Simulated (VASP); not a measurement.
**Al: single point with PBE**

Al:

```
CELL_PARAMETERS angstrom
2.02506 -2.02053 -0.04152
2.02506 2.02053 -0.04152
-1.98096 0.00000 2.05539
ATOMIC_POSITIONS crystal
Al 0.50000 0.50000 0.50000
```

- Program: VASP 6.6.1
- Task: single point
- Functional: PBE
- Potentials or basis: VASP PAW PBE potentials, release 64 (Al)
- Cutoff: 520 eV
- k mesh: 24 × 24 × 26
- Occupations: gaussian, width 0.1 eV
- Spin: no spin polarisation
- Dipole correction: no
- Further INCAR settings: ALGO = Fast; EDIFF = 1e-06; NBANDS = 8

```json
{"Pressure": "0.0 GPa"}
```

Levels at points of the mesh, in eV from the Fermi level:
| k point | band 1 | band 2 | band 3 | band 4 |
| --- | --- | --- | --- | --- |
| (0.00, 0.00, 0.00) | -11.16 | 12.57 | 12.60 | 12.64 |
| (0.50, 0.00, 0.00) | -4.62 | -4.41 | 11.35 | 11.40 |
| (0.50, 0.50, 0.00) | -2.95 | -1.62 | 5.24 | 5.55 |
| (0.00, 0.00, 0.50) | -2.90 | -1.56 | 5.21 | 5.52 |
| (0.50, 0.00, 0.50) | -4.61 | -4.39 | 11.33 | 11.38 |
| (0.50, 0.50, 0.50) | -2.98 | -1.67 | 5.27 | 5.62 |

Wall time 2 min on 1 thread of Intel(R) Xeon(R) 6975P-C (Granite Rapids) (shared host), peak memory 0.53 GiB.
